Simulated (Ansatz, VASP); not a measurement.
## Two plane-wave programs on KTaO3

The input POSCAR:

```
KTaO3
1.0
    3.9883000000      0.0000000000      0.0000000000
    0.0000000000      3.9883000000      0.0000000000
    0.0000000000      0.0000000000      3.7888850000
K Ta O
1 1 3
Direct
    0.5000000000      0.5000000000      0.5000000000
    0.0000000000      0.0000000000      0.0000000000
    0.5000000000      0.0000000000      0.0000000000
    0.0000000000      0.5000000000      0.0000000000
    0.0000000000      0.0000000000      0.5000000000
```

The input INCAR.step1:

```
PREC = Accurate
ENCUT = 520
ISMEAR = 0
SIGMA = 0.05
LREAL = F
LASPH = T
NELM = 100
NBANDS = 27
GGA = PE
ALGO = Normal
EDIFF = 1E-4
LWAVE = T
LCHARG = F
```

The input INCAR.step2:

```
PREC = Accurate
ENCUT = 520
EDIFF = 1E-7
ISMEAR = 0
SIGMA = 0.05
LREAL = F
LASPH = T
NELM = 100
ALGO = Normal
ISIF = 2
LWAVE = F
LCHARG = F
METAGGA = R2SCAN
LMIXTAU = T
NBANDS = 27
ISTART = 1
```

The input KPOINTS:

```
regular mesh
0
Gamma
  6 6 6
```

Input for Ansatz:

```yaml
crystal:
  lattice:
    - [3.9883, 0.0, 0.0]
    - [0.0, 3.9883, 0.0]
    - [0.0, 0.0, 3.788885]
  atoms:
    - { symbol: K, position: [0.5, 0.5, 0.5] }
    - { symbol: Ta, position: [0.0, 0.0, 0.0] }
    - { symbol: O, position: [0.5, 0.0, 0.0] }
    - { symbol: O, position: [0.0, 0.5, 0.0] }
    - { symbol: O, position: [0.0, 0.0, 0.5] }
basis:
  ecutwfc: 500
kpoints:
  mp_grid: { grid: [6, 6, 6] }
hamiltonian:
  xc: r2scan
scf:
  occupations: { method: gaussian, width: 0.05 }
output:
  forces: true
  stress: true
  eigenvalues: true
```

Change from the starting cell: strain +0.000 along x and y, -0.050 along z, atoms carried along.

Alike in both runs: task single point; functional r2SCAN; k mesh 6 × 6 × 6; occupations gaussian, width 0.05 eV; no spin polarisation.

|  | VASP | Ansatz |
| --- | --- | --- |
| version | VASP 6.6.1 | Ansatz 0.2.0 |
| potentials or method | VASP PAW PBE potentials, release 64 (K_sv, Ta_pv, O), cutoff 520 eV | scalar-relativistic, plane waves, PAW |
| valence electrons in the cell | 38 | 40 |

Ansatz gave:

```
gap on the k mesh at the Fermi level (eV)                     : 2.65
least direct gap on the mesh (eV)                             : 3.25
pressure (GPa)                                                : 13.6
traceless stress, the component that is largest in VASP (GPa) : 17.09
```

Problem. What did VASP give for the same quantities?

Solution. gap on the k mesh at the Fermi level (eV): 2.62; least direct gap on the mesh (eV): 3.22; pressure (GPa): 14.8; traceless stress, the component that is largest in VASP (GPa): 17.42.

VASP's potentials were made for PBE, not for r2SCAN. VASP's potentials hold 38 valence electrons a cell and Ansatz's 40, so a difference there can come from the potentials and not from the codes.

Neither program's run includes spin-orbit coupling.
